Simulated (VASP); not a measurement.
Write the native input for VASP 6.6.1 that does the following.

```yaml
Task: single point
Functional: PBEsol
Dispersion: D3(BJ)
Potentials_or_basis: VASP PAW PBE potentials, release 64 (Hf_pv, O)
Cutoff: 520 eV
k_mesh: 5 × 8 × 4
Occupations: fermi-dirac, width 0.05 eV
Spin: no spin polarisation
Dipole_correction: no
Further_INCAR_settings: ALGO = Normal; EDIFF = 1e-06; NBANDS = 56
```

The structure of HfO2 lies in POSCAR:

```
HfO2
1.0
    5.5034478918      0.0000000000      0.0000000000
    0.0000000000      3.2706392200      0.0000000000
    0.0000000000      0.0000000000      6.4208620920
Hf O
4 8
Direct
    0.7460170872      0.7500000000      0.6129247696
    0.2539829128      0.2500000000      0.3870752304
    0.2460170872      0.7500000000      0.8870752304
    0.7539829128      0.2500000000      0.1129247696
    0.6408403192      0.2500000000      0.4263905011
    0.3591596808      0.7500000000      0.5736094989
    0.1408403192      0.2500000000      0.0736094989
    0.8591596808      0.7500000000      0.9263905011
    0.5248408384      0.2500000000      0.8382616752
    0.4751591616      0.7500000000      0.1617383248
    0.0248408384      0.2500000000      0.6617383248
    0.9751591616      0.7500000000      0.3382616752
```

The input as run:

INCAR

```
  ALGO = Normal
  EDIFF = 1E-6
  ENCUT = 520
  GGA = PS
  ISIF = 2
  ISMEAR = -1
  IVDW = 12
  LASPH = True
  LCHARG = False
  LREAL = False
  LWAVE = False
  NBANDS = 56
  NELM = 60
  PREC = Accurate
  SIGMA = 0.05
```

KPOINTS

```
k-points
0
Gamma
  5 8 4
```

Potentials or basis: VASP PAW PBE potentials, release 64 (Hf_pv, O).

Command:

```console
$ cat potpaw_PBE.64/Hf_pv/POTCAR potpaw_PBE.64/O/POTCAR > POTCAR
$ mpirun -np 1 vasp_std > vasp.out
```

It gave:

The pressure is -3.8 GPa and the largest force is 0.060 eV/Å. The band gap on the k mesh is 3.21 eV and the dispersion energy per atom is -0.256 eV.

Caveat: the cell stands under tension; the PAW data sets were made with another functional, which shifts forces and pressure a little; spin-orbit coupling is left out, which moves the levels of the heavy elements; an odd mesh through Γ misses points on the zone boundary, where band edges can lie.

Run time: 5.5 min on 1 thread of AMD EPYC 7R43 64-Core Processor (Zen 3) (shared host), peak memory 0.31 GiB.
